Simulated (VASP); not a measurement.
# Nb (P6_3/mmc) in VASP: notebook

The runs below take Nb through single point, with revPBE.

Program: VASP 6.6.1. These are calculated values, not measurements. Logs are shortened: lines on timing, memory, paths and dates and some standing lists are left out, and cuts for length are marked.

## Step 1: The cell of the first run

Symmetry: P6_3/mmc, No. 194, hexagonal system. Conventional cell: a = 2.917 Å, b = 2.917 Å, c = 10.683 Å, α = 90.00°, β = 90.00°, γ = 120.00°. Within 3.8 Å of Nb (site symmetry -3m) lie 12 Nb at 2.92 to 3.16 Å. Within 3.8 Å of Nb (site symmetry -6m2) lie 12 Nb at 2.92 to 3.16 Å.

## Step 2: Single point, revPBE (volume scaled by 1.04)

INCAR reads:

```
SYSTEM = Nb
PREC = Accurate
ENCUT = 520
EDIFF = 1E-6
ISMEAR = -1
SIGMA = 0.1
LREAL = .FALSE.
LASPH = .TRUE.
NELM = 100
ALGO = Normal
ISIF = 2
LWAVE = .FALSE.
LCHARG = .TRUE.
GGA = RE
LELF = .TRUE.
LVHAR = .TRUE.
NBANDS = 34
```

KPOINTS reads:

```
Automatic mesh
0
G
  14 14 4
  0 0 0
```

POSCAR reads:

```
Nb
1.0
    2.9170061598      0.0000000000      0.0000000000
   -1.4585030799      2.5262014374      0.0000000000
    0.0000000000      0.0000000000     10.6832570053
Nb
4
Direct
    1.0000000000      0.0000000000      0.0000000000
    0.0000000000      0.0000000000      0.5000000000
    0.3333333333      0.6666666667      0.2500000000
    0.6666666667      0.3333333333      0.7500000000
```

Potentials or basis: VASP PAW PBE potentials, release 64 (Nb_sv).

The run is started by

```
$ cat potpaw_PBE.64/Nb_sv/POTCAR > POTCAR
$ mpirun -np 1 vasp_std > vasp.out
```

OUTCAR:

```text
SYSTEM = Nb
   PREC = Accurate
   ENCUT = 520
   EDIFF = 1E-6
   ISMEAR = -1
   LREAL = .FALSE.
   LASPH = .TRUE.
   NELM = 100
   ISIF = 2
   GGA = RE

 ion  position               nearest neighbor table
   1  0.000  0.000  0.000-
   2  0.000  0.000  0.500-
   3  0.333  0.667  0.250-
   4  0.667  0.333  0.750-

  LATTYP: Found a hexagonal cell.
 ALAT       =     2.9170061598
 C/A-ratio  =     3.6624046780

  Lattice vectors:

 A1 = (   2.9170061598,   0.0000000000,   0.0000000000)
 A2 = (  -1.4585030799,   2.5262014374,   0.0000000000)
 A3 = (   0.0000000000,   0.0000000000,  10.6832570053)

Analysis of symmetry for initial positions (statically):
=====================================================================
 Subroutine PRICEL returns:
 Original cell was already a primitive cell.

 Routine SETGRP: Setting up the symmetry group for a
 hexagonal supercell.

 Subroutine GETGRP returns: Found 24 space group operations
 (whereof 12 operations were pure point group operations)
 out of a pool of 24 trial point group operations.

The static configuration has the point symmetry D_3d.
 The point group associated with its full space group is D_6h.

Analysis of symmetry for dynamics (positions and initial velocities):
=====================================================================
 Subroutine PRICEL returns:
 Original cell was already a primitive cell.

 Routine SETGRP: Setting up the symmetry group for a
 hexagonal supercell.

 Subroutine GETGRP returns: Found 24 space group operations
 (whereof 12 operations were pure point group operations)
 out of a pool of 24 trial point group operations.

The dynamic configuration has the point symmetry D_3d.
 The point group associated with its full space group is D_6h.

 Subroutine INISYM returns: Found 24 space group operations
 (whereof 12 operations are pure point group operations),
 and found     1 'primitive' translations

----------------------------------------------------------------------------------------

                                     Primitive cell

  volume of cell :      78.7243

  direct lattice vectors                    reciprocal lattice vectors
     2.917006160  0.000000000  0.000000000     0.342817240  0.197925626  0.000000000
    -1.458503080  2.526201437  0.000000000     0.000000000  0.395851251  0.000000000
     0.000000000  0.000000000 10.683257005     0.000000000  0.000000000  0.093604413

  length of vectors
     2.917006160  2.917006160 10.683257005     0.395851251  0.395851251  0.093604413

  position of ions in fractional coordinates (direct lattice)
     0.000000000  0.000000000  0.000000000
     0.000000000  0.000000000  0.500000000
     0.333333333  0.666666667  0.250000000
     0.666666667  0.333333333  0.750000000

  ion indices of the primitive-cell ions
   primitive index   ion index
                 1           1
                 2           2
                 3           3
                 4           4

----------------------------------------------------------------------------------------

 KPOINTS: Automatic mesh

Automatic generation of k-mesh.
 Grid dimensions read from file:
 generate k-points for:   14   14    4

 Generating k-lattice:

  Cartesian coordinates                     Fractional coordinates (reciprocal lattice)
     0.024486946  0.014137545  0.000000000     0.071428571  0.000000000  0.000000000
     0.000000000  0.028275089  0.000000000     0.000000000  0.071428571  0.000000000
     0.000000000  0.000000000  0.023401103     0.000000000  0.000000000  0.250000000

  Length of vectors
     0.028275089  0.028275089  0.023401103

  Shift w.r.t. Gamma in fractional coordinates (k-lattice)
     0.000000000  0.000000000  0.000000000

 Subroutine IBZKPT returns following result:
 ===========================================

 Found     72 irreducible k-points:

 Following reciprocal coordinates:
            Coordinates               Weight
  0.000000  0.000000  0.000000      1.000000
  0.071429  0.000000  0.000000      6.000000
  0.142857  0.000000  0.000000      6.000000
  0.214286  0.000000  0.000000      6.000000
  0.285714  0.000000  0.000000      6.000000
  0.357143  0.000000  0.000000      6.000000
[... 16 lines left out ...]
  0.285714  0.285714  0.000000      6.000000
  0.357143  0.285714  0.000000      6.000000
 [... further k-points ...]
   k-points           NKPTS =     72   k-points in BZ     NKDIM =     72   number of bands    NBANDS=     34
   number of dos      NEDOS =    301   number of ions     NIONS =      4
   total plane-waves  NPLWV =  46080
   dimension x,y,z NGX =    24 NGY =   24 NGZ =   80
   dimension x,y,z NGXF=    48 NGYF=   48 NGZF=  160
   ions per type =               4
   NGX,Y,Z   is equivalent  to a cutoff of  13.68, 13.68, 12.45 a.u.
   NGXF,Y,Z  is equivalent  to a cutoff of  27.36, 27.36, 24.90 a.u.
 SYSTEM =  Nb
   PREC   = accura    normal or accurate (medium, high low for compatibility)
   ISTART =      0    job   : 0-new  1-cont  2-samecut
   ICHARG =      2    charge: 1-file 2-atom 10-const
   ISPIN  =      1    spin polarized calculation?
   LNONCOLLINEAR =      F non collinear calculations
   LSORBIT =      F    spin-orbit coupling
   LASPH  =      T    aspherical Exc in radial PAW
   ENCUT  =  520.0 eV  38.22 Ry    6.18 a.u.   5.42  5.42 19.86*2*pi/ulx,y,z
   NELM   =    100;   NELMIN=  2; NELMDL= -5     # of ELM steps
   EDIFF  = 0.1E-05   stopping-criterion for ELM
   LREAL  =      F    real-space projection
   EDIFFG = 0.1E-04   stopping-criterion for IOM
   NSW    =      0    number of steps for IOM
   IBRION =     -1    ionic relax: 0-MD 1-quasi-New 2-CG
   NFREE  =      0    steps in history (QN), initial steepest desc. (CG)
   ISIF   =      2    stress and relaxation
   ISYM   =      2    0-nonsym 1-usesym 2-fastsym
   POTIM  = 0.5000    time-step for ionic-motion
   TEBEG  =    0.0;   TEEND  =   0.0 temperature during run
   PSTRESS=    0.0 pullay stress
   NELECT =      52.0000    total number of electrons
   NUPDOWN=      -1.0000    fix difference up-down
   EMIN   =  10.00;   EMAX   =-10.00  energy-range for DOS
   EFERMI =   0.00;   METHOD = LEGACY
   ISMEAR =    -1;   SIGMA  =   0.10  broadening in eV -4-tet -1-fermi 0-gaus
   EFERMI_NEDOS =   21; number of points for ismear=-14 and -15
   IALGO  =     38    algorithm
   IMIX   =      4    mixing-type and parameters
     AMIX     =   0.40;   BMIX     =  1.00
     AMIX_MAG =   1.60;   BMIX_MAG =  1.00
  volume/ion in A,a.u.               =      19.68       132.81
  Fermi-wavevector in a.u.,A,eV,Ry     =   1.425738  2.694253 27.656941  2.032728
  Thomas-Fermi vector in A             =   2.546090
   LORBIT       =      0    0 simple, 1 ext, 2 COOP (PROOUT), +10 PAW based schemes
   GGA     = RE    functional components
   LHFCALC =     F    Hartree Fock is set to
   AEXX    =    0.0000 exact exchange contribution
   IVDW    =     0    specifies the selected vdW correction
   LEPSILON=     F    determine dielectric tensor
   LRPA    =     F    only Hartree local field effects (RPA)
 non-spin polarized calculation
  energy-cutoff  :      520.00
  volume of cell :       78.72
 maximum number of plane-waves:      2170
 NGX is ok and might be reduce to    24
   NGX = 11   NGY = 11   NGZ = 39

 number of electron      52.0000003 magnetization

 Free energy of the ion-electron system (eV)
  ---------------------------------------------------
  ext. energy  EPLUGINS =         0.00000000
  ---------------------------------------------------
  free energy    TOTEN  =       -38.14073723 eV

  energy without entropy =      -37.95217342  energy(sigma->0) =      -38.04645533

 E-fermi :  10.3575     XC(G=0): -11.9834

 val. band max:       10.3493744280   @ k =   0.3571   0.1429   0.2500
 cond. band min:      10.3579218935   @ k =   0.0714   0.0714   0.5000
 fundamental gap:      0.0085474655
 Fermi energy:        10.3575002680

 k-point     1 :       0.0000    0.0000    0.0000
  band No.  band energies     occupation
      1     -44.4588      2.00000
      2     -44.4224      2.00000
      3     -44.3956      2.00000
      4     -44.3586      2.00000
      5     -20.8492      2.00000
      6     -20.4888      2.00000
[... 26 lines left out ...]
     33      12.9715      0.00000
     34      12.9778      0.00000

 k-point     2 :       0.0714    0.0000    0.0000
  band No.  band energies     occupation
      1     -44.4497      2.00000
      2     -44.4143      2.00000
      3     -44.3876      2.00000
      4     -44.3516      2.00000
      5     -20.8326      2.00000
      6     -20.4833      2.00000
[... 26 lines left out ...]
     33      12.6856      0.00000
     34      12.8144      0.00000

 k-point     3 :       0.1429    0.0000    0.0000
  band No.  band energies     occupation
      1     -44.4242      2.00000
      2     -44.3918      2.00000
      3     -44.3650      2.00000
      4     -44.3321      2.00000
      5     -20.7850      2.00000
      6     -20.4725      2.00000
[... 26 lines left out ...]
     33      12.0710      0.00000
     34      12.4816      0.00000

 k-point     4 :       0.2143    0.0000    0.0000
  band No.  band energies     occupation
      1     -44.3867      2.00000
      2     -44.3590      2.00000
      3     -44.3321      2.00000
      4     -44.3040      2.00000
      5     -20.7129      2.00000
      6     -20.4873      2.00000
[... 26 lines left out ...]
     33      12.2818      0.00000
     34      12.3456      0.00000

 k-point     5 :       0.2857    0.0000    0.0000
  band No.  band energies     occupation
      1     -44.3440      2.00000
      2     -44.3223      2.00000
      3     -44.2954      2.00000
      4     -44.2734      2.00000
      5     -20.6505      2.00000
      6     -20.6198      2.00000
[... 621 lines left out ...]
 k-point    22 :       0.3571    0.2143    0.0000
  band No.  band energies     occupation
      1     -44.2482      2.00000
      2     -44.2449      2.00000
      3     -44.2180      2.00000
      4     -44.2147      2.00000
      5     -20.8549      2.00000
      6     -20.8433      2.00000
[... 26 lines left out ...]
     33      13.3244      0.00000
     34      14.0347      0.00000

 k-point    23 :       0.2857    0.2857    0.0000
  band No.  band energies     occupation
      1     -44.2457      2.00000
      2     -44.2431      2.00000
      3     -44.2161      2.00000
      4     -44.2135      2.00000
      5     -20.7825      2.00000
      6     -20.7696      2.00000
[... 26 lines left out ...]
     33      12.9712      0.00000
     34      14.1670      0.00000

 k-point    24 :       0.3571    0.2857    0.0000
  band No.  band energies     occupation
      1     -44.2385      2.00000
      2     -44.2379      2.00000
      3     -44.2110      2.00000
      4     -44.2104      2.00000
      5     -20.7584      2.00000
      6     -20.7456      2.00000
[... 26 lines left out ...]
     33      13.4012      0.00000
     34      13.8725      0.00000

 [... further k-points ...]
[... 5 lines left out ...]
  --------------------------------------------------------------------------------------
  -------------------------------------------------------------------------------------
  Total       -2.9475352     -2.9475352     -2.8828014      0.0000000      0.0000000      0.0000000
  in kB      -59.9874747    -59.9874747    -58.6700290      0.0000000      0.0000000      0.0000000
  external PRESSURE =     -59.5483262 kB  Pullay stress =       0.0000000 kB

 VOLUME and BASIS-vectors are now :
 -----------------------------------------------------------------------------
  energy-cutoff  :      520.00
  volume of cell :       78.72
      direct lattice vectors                 reciprocal lattice vectors
     2.917006160  0.000000000  0.000000000     0.342817240  0.197925626  0.000000000
    -1.458503080  2.526201437  0.000000000     0.000000000  0.395851251  0.000000000
     0.000000000  0.000000000 10.683257005     0.000000000  0.000000000  0.093604413

 POSITION                                       TOTAL-FORCE (eV/Angst)
 -----------------------------------------------------------------------------------
      0.00000      0.00000      0.00000         0.000000      0.000000     -0.000000
      0.00000      0.00000      5.34163         0.000000      0.000000     -0.000000
     -0.00000      1.68413      2.67081         0.000000     -0.000000      0.000000
      1.45850      0.84207      8.01244        -0.000000      0.000000     -0.000000
 -----------------------------------------------------------------------------------
    total drift:                               -0.000000      0.000000     -0.000000

  FREE ENERGIE OF THE ION-ELECTRON SYSTEM (eV)
  ---------------------------------------------------
  free  energy   TOTEN  =       -38.1407372336 eV

  energy  without entropy=      -37.9521734185  energy(sigma->0) =      -38.04645533
```

Wall time 5.3 min (1 thread of Intel Xeon 8259CL, shared host); peak memory 0.29 GiB.

Results:

```yaml
Free_energy: -38.1407 eV
Pressure: -6.0 GPa
Band_gap_on_the_k_mesh: zero (band 26 reaches 11.20 eV, above the bottom of band 27 at 9.93 eV)
```

Caveat: the PAW data sets were made with another functional, which shifts forces and pressure a little.

## Step 3: Single point, revPBE (volume scaled by 1.08)

INCAR reads:

```
ALGO = Normal
EDIFF = 1E-6
ENCUT = 520
GGA = RE
ISIF = 2
ISMEAR = -1
LASPH = T
LCHARG = F
LREAL = F
LWAVE = F
NBANDS = 34
NELM = 60
PREC = Accurate
SIGMA = 0.1
```

KPOINTS reads:

```
k-points
0
Gamma
  14 14 4
```

POSCAR reads:

```
Nb
1.0
    2.9539342087      0.0000000000      0.0000000000
   -1.4769671043      2.5581820658      0.0000000000
    0.0000000000      0.0000000000     10.8185024641
Nb
4
Direct
    1.0000000000      0.0000000000      0.0000000000
    0.0000000000      0.0000000000      0.5000000000
    0.3333333333      0.6666666667      0.2500000000
    0.6666666667      0.3333333333      0.7500000000
```

Potentials or basis: VASP PAW PBE potentials, release 64 (Nb_sv).

The run is started by

```
$ cat potpaw_PBE.64/Nb_sv/POTCAR > POTCAR
$ mpirun -np 1 vasp_std > vasp.out
```

Wall time 5.2 min (1 thread of Intel Xeon 8259CL, shared host); peak memory 0.29 GiB.

Results (log left out):

```
Free energy            : -37.9846 eV
Pressure               : -10.6 GPa
Band gap on the k mesh : zero (band 26 reaches 10.64 eV, above the bottom of band 27 at 9.45 eV)
```

Stress tensor (GPa, compression positive):
```
-10.83   0.00   0.00
  0.00 -10.83   0.00
  0.00   0.00 -10.29
```

Levels at points of the mesh, in eV from the Fermi level:
```csv
k point,band 24,band 25,band 26,band 27,band 28,band 29
"(0.00, 0.00, 0.00)",0.22,0.31,0.31,0.40,0.40,0.56
"(0.50, 0.00, 0.00)",-1.04,-0.02,0.30,0.77,1.99,2.04
"(0.00, 0.00, 0.50)",-0.49,0.37,0.37,0.37,0.37,0.59
"(0.50, 0.00, 0.50)",-1.17,0.77,0.77,1.11,1.11,1.27
```

Caveat: the PAW data sets were made with another functional, which shifts forces and pressure a little.
